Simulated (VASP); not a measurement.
Wanted: the native input for a VASP 6.6.1 run.

```yaml
Task: single point
Functional: PBEsol
Potentials_or_basis: VASP PAW PBE potentials, release 64 (Pt)
Cutoff: 520 eV
k_mesh: 12 × 12 × 4
Occupations: gaussian, width 0.15 eV
Spin: no spin polarisation
Dipole_correction: no
Further_INCAR_settings: ALGO = Fast; EDIFF = 1e-06; NBANDS = 28
```

The structure of Pt lies in POSCAR:

```
Pt
1.0
    2.7741334354      0.1998817617     -0.1203605155
   -1.2139640343      2.0659598593     -0.0309172930
   -0.4157638822     -0.3633613991     10.8529233697
Pt
4
Direct
    0.6356315219      0.2684465360      0.3800098204
    0.6979783243      0.3831497891      0.8711393117
    0.3669402753      0.6991121589      0.1077676208
    0.2994498785      0.6492915159      0.6410832470
```

This cell differs from its parent crystal: atoms moved at random and the cell strained at random.

These files were run (other wordings do the same):

INCAR

```
PREC = Accurate ; ENCUT = 520
EDIFF = 1E-6 ; ISMEAR = 0
SIGMA = 0.15 ; LREAL = False
LASPH = True ; NELM = 100
ALGO = Fast ; ISIF = 2
LWAVE = False ; LCHARG = False
GGA = PS ; NBANDS = 28
```

KPOINTS

```
regular mesh
0
Gamma
  12 12 4
```

Potentials or basis: VASP PAW PBE potentials, release 64 (Pt).

Command:

```sh
$ cat potpaw_PBE.64/Pt/POTCAR > POTCAR
$ mpirun -np 1 vasp_std > vasp.out
```

It gave:

```
Pressure               : 11.2 GPa
Largest force          : 0.472 eV/Å
Band gap on the k mesh : zero (bands 20 and 21 overlap by 2.10 eV)
```

Caveat: the cell differs from its parent crystal (atoms moved at random and the cell strained at random); the stress differs along the axes, from -18 to 46 GPa; the PAW data sets were made with another functional, which shifts forces and pressure a little; spin-orbit coupling is left out, which moves the levels of the heavy elements.

Run time: 13 min on 1 thread of Oxide Virtual Turin-like Processor, on a shared host, peak memory 0.45 GiB.
